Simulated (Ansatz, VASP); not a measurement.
## BaZrO3: VASP beside Ansatz

File INCAR:

```
SYSTEM = BaZrO3
PREC = Accurate
ENCUT = 520
EDIFF = 1E-7
ISMEAR = 0
SIGMA = 0.01
LREAL = .False.
LASPH = .True.
NELM = 100
ALGO = Normal
ISIF = 2
LWAVE = .False.
LCHARG = .False.
GGA = PE
NBANDS = 28
```

File KPOINTS:

```
regular mesh
0
Gamma
  6 6 6
  0 0 0
```

The input POSCAR:

```
BaZrO3
1.0
    4.1408698004      0.0000000000      0.0000000000
    0.0000000000      4.1408698004      0.0000000000
    0.0000000000      0.0000000000      4.1408698004
Ba Zr O
1 1 3
Direct
    0.0000000000      0.0000000000      0.0000000000
    0.5000000000      0.5000000000      0.5000000000
    0.0000000000      0.5000000000      0.5000000000
    0.5000000000      0.0000000000      0.5000000000
    0.5000000000      0.5000000000      0.0000000000
```

Input for Ansatz:

```yaml
crystal:
  lattice:
    - [4.1408698004, 0.0, 0.0]
    - [0.0, 4.1408698004, 0.0]
    - [0.0, 0.0, 4.1408698004]
  atoms:
    - { symbol: Ba, position: [0.0, 0.0, 0.0] }
    - { symbol: Zr, position: [0.5, 0.5, 0.5] }
    - { symbol: O, position: [0.0, 0.5, 0.5] }
    - { symbol: O, position: [0.5, 0.0, 0.5] }
    - { symbol: O, position: [0.5, 0.5, 0.0] }
kpoints:
  mp_grid: { grid: [6, 6, 6] }
hamiltonian:
  xc: pbe
scf:
  occupations: { method: fixed }
  n_extra_bands: 5
output:
  forces: true
  stress: true
  eigenvalues: true
```

Alike in both runs: task single point; functional PBE; k mesh 6 × 6 × 6; no spin polarisation.

|  | VASP | Ansatz |
| --- | --- | --- |
| version | VASP 6.6.1 | Ansatz 0.2.0 |
| potentials or method | VASP PAW PBE potentials, release 64 (Ba_sv, Zr_sv, O) | plane waves, PAW |
| plane-wave cutoff (eV) | 520 | 420 |
| occupations | gaussian, width 0.01 eV | fixed |
| valence electrons in the cell | 40 | 40 |

|  | VASP | Ansatz | Ansatz less VASP |
| --- | --- | --- | --- |
| gap on the k mesh at the Fermi level (eV) | 3.27 | 3.32 | +0.056 |
| pressure (GPa) | 11.8 | 10.6 | -1.23 |

Neither program's run includes spin-orbit coupling.
